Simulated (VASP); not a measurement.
Runs of VASP 6.6.1 on ZnS. The structure is that of space group F-43m (No. 216), or close to it. The cells are those of the table. 

| level | cell | smearing | gap on the mesh (eV) | pressure (GPa) | largest force (eV/Å) |
| --- | --- | --- | --- | --- | --- |
| r2SCAN | a = 3.938 Å, angles 57.9°, 2 atoms | gaussian 0.01 eV | 2.35 | -3.3 | (a) |
| PBE | a = 3.772 Å, angles 60.0°, 2 atoms | fermi-dirac 0.02 eV | 2.29 | 5.0 | - |
| PBE | a = 3.962 Å, angles 60.0°, 2 atoms | fermi-dirac 0.02 eV | 1.65 | -4.9 | - |
| PBE | a = 3.938 Å, angles 57.9°, 2 atoms | fermi-dirac 0.02 eV | 1.81 | -1.0 | 0.02 |
| r2SCAN | a = 3.810 Å, angles 60.3°, 2 atoms | gaussian 0.01 eV | 2.65 | (b) | - |
| r2SCAN | a = 3.753, b = 3.753, c = 3.810 Å, angles 59.5, 59.5, 61.0°, 2 atoms | gaussian 0.01 eV | 2.79 | 2.6 | - |
| r2SCAN | a = 3.810 Å, angles 60.0°, 2 atoms | gaussian 0.01 eV | (c) | 0.0 | - |
| PBE | a = 3.810 Å, angles 60.0°, 2 atoms | fermi-dirac 0.02 eV | 2.15 | 2.5 | - |
| r2SCAN | a = 3.772 Å, angles 60.0°, 2 atoms | gaussian 0.01 eV | 2.86 | 2.6 | - |
| r2SCAN | a = 3.962 Å, angles 60.0°, 2 atoms | gaussian 0.01 eV | 2.18 | -7.1 | - |
| PBE | a = 3.753, b = 3.753, c = 3.810 Å, angles 59.5, 59.5, 61.0°, 2 atoms | fermi-dirac 0.02 eV | 2.22 | 5.0 | - |
| PBE | a = 3.810 Å, angles 60.3°, 2 atoms | fermi-dirac 0.02 eV | 2.09 | 1.9 | - |

Alike in all rows: task single point; potentials or basis VASP PAW PBE potentials, release 64 (Zn, S); no spin polarisation; k mesh 8 × 8 × 8; cutoff (eV) 520.

Q: Estimate the missing entries.

A: (a) 0.01; (b) -0.5; (c) 2.72.

Caveats: the PAW data sets were made with another functional, which shifts forces and pressure a little (some runs).

